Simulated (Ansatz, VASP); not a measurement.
# One calculation of KMgF3, two programs

The input INCAR:

```
SYSTEM = KMgF3
PREC = Accurate
ENCUT = 520
EDIFF = 1E-6
ISMEAR = 0
SIGMA = 0.01
LREAL = .False.
LASPH = .True.
NELM = 80
ALGO = Normal
ISIF = 2
LWAVE = .False.
LCHARG = .True.
GGA = PE
LELF = .True.
LVHAR = .True.
NBANDS = 24
```

KPOINTS

```
regular mesh
0
Gamma
  6 6 6
  0 0 0
```

The input POSCAR:

```
KMgF3
1.0
    4.1337004570      0.0000000000      0.0000000000
    0.0000000000      4.1337004570      0.0000000000
    0.0000000000      0.0000000000      4.1337004570
K Mg F
1 1 3
Direct
    0.5000000000      0.5000000000      0.5000000000
    0.0000000000      0.0000000000      0.0000000000
    0.5000000000      0.0000000000      0.0000000000
    0.0000000000      0.5000000000      0.0000000000
    0.0000000000      0.0000000000      0.5000000000
```

Input for Ansatz:

```yaml
crystal:
  lattice:
    - [4.133700457, 0.0, 0.0]
    - [0.0, 4.133700457, 0.0]
    - [0.0, 0.0, 4.133700457]
  atoms:
    - { symbol: K, position: [0.5, 0.5, 0.5] }
    - { symbol: Mg, position: [0.0, 0.0, 0.0] }
    - { symbol: F, position: [0.5, 0.0, 0.0] }
    - { symbol: F, position: [0.0, 0.5, 0.0] }
    - { symbol: F, position: [0.0, 0.0, 0.5] }
kpoints:
  mp_grid: { grid: [6, 6, 6] }
hamiltonian:
  xc: pbe
scf:
  occupations: { method: fixed }
  n_extra_bands: 5
output:
  forces: true
  stress: true
  eigenvalues: true
```

Alike in both runs: task single point; functional PBE; k mesh 6 × 6 × 6; no spin polarisation.

|  | VASP | Ansatz |
| --- | --- | --- |
| version | VASP 6.6.1 | Ansatz 0.2.0 |
| potentials or method | VASP PAW PBE potentials, release 64 (K_sv, Mg, F) | plane waves, PAW |
| plane-wave cutoff (eV) | 520 | 420 |
| occupations | gaussian, width 0.01 eV | fixed |
| valence electrons in the cell | 32 | 40 |

```tsv
	VASP	Ansatz	Ansatz less VASP
gap on the k mesh at the Fermi level (eV)	6.53	6.56	+0.032
pressure (GPa)	-3.8	-3.4	+0.41
```

VASP's potentials hold 32 valence electrons a cell and Ansatz's 40, so a difference there can come from the potentials and not from the codes.
